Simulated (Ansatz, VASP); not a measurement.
## EuO: VASP beside Ansatz

File INCAR:

```
PREC = Accurate ; ENCUT = 600
EDIFF = 1E-6 ; ISMEAR = 0
SIGMA = 0.05 ; LREAL = F
LASPH = T ; NELM = 200
ALGO = Normal ; ISIF = 2
LWAVE = F ; LCHARG = F
ISPIN = 2 ; MAGMOM = 7.24 0
LORBIT = 11 ; LMAXMIX = 6
GGA = PE ; NBANDS = 22
GGA_COMPAT = F
```

The input KPOINTS:

```
regular mesh
0
Gamma
  12 12 12
```

Contents of POSCAR:

```
EuO
1.0
    0.0000000000      2.5133134370      2.5133134370
    2.5133134370      0.0000000000      2.5133134370
    2.5133134370      2.5133134370      0.0000000000
Eu O
1 1
Direct
    0.0000000000      0.0000000000      0.0000000000
    0.5000000000      0.5000000000      0.5000000000
```

Input for Ansatz:

```yaml
crystal:
  lattice:
    - [0.0, 2.513313437, 2.513313437]
    - [2.513313437, 0.0, 2.513313437]
    - [2.513313437, 2.513313437, 0.0]
  atoms:
    - { symbol: Eu, position: [0.0, 0.0, 0.0], spin: 7.24 }
    - { symbol: O, position: [0.5, 0.5, 0.5] }
basis:
  ecutwfc: 420
  ecutrho_ratio: 4
kpoints:
  mp_grid: { grid: [12, 12, 12] }
hamiltonian:
  xc: pbe
scf:
  occupations: { method: gaussian, width: 0.05 }
output:
  forces: true
  stress: true
  eigenvalues: true
  populations: true
magnetization:
  spin_polarized: true
```

Alike in both runs: task single point; functional PBE; k mesh 12 × 12 × 12; occupations gaussian, width 0.05 eV; collinear spin.

|  | VASP | Ansatz |
| --- | --- | --- |
| version | VASP 6.6.1 | Ansatz 0.2.0 |
| potentials or method | VASP PAW PBE potentials, release 64 (Eu, O), cutoff 600 eV | scalar-relativistic, plane waves, PAW |
| valence electrons in the cell | 23 | 23 |

VASP gave:

```
gap on the k mesh at the Fermi level (eV)                     : none
pressure (GPa)                                                : 1.9
net moment per atom (μB)                                      : 3.47
size of the moment on the site where the two differ most (μB) : 0.10
```

Problem. What did Ansatz give for the same quantities?

Solution. gap on the k mesh at the Fermi level (eV): none; pressure (GPa): 2.2; net moment per atom (μB): 3.48; size of the moment on the site where the two differ most (μB): 0.08.

Site moments also hang on the region over which each program counts them. A gap of «none» marks a metal or a gap that the smearing closes. Ansatz's warnings: given moment on shells.

Neither program's run includes spin-orbit coupling.
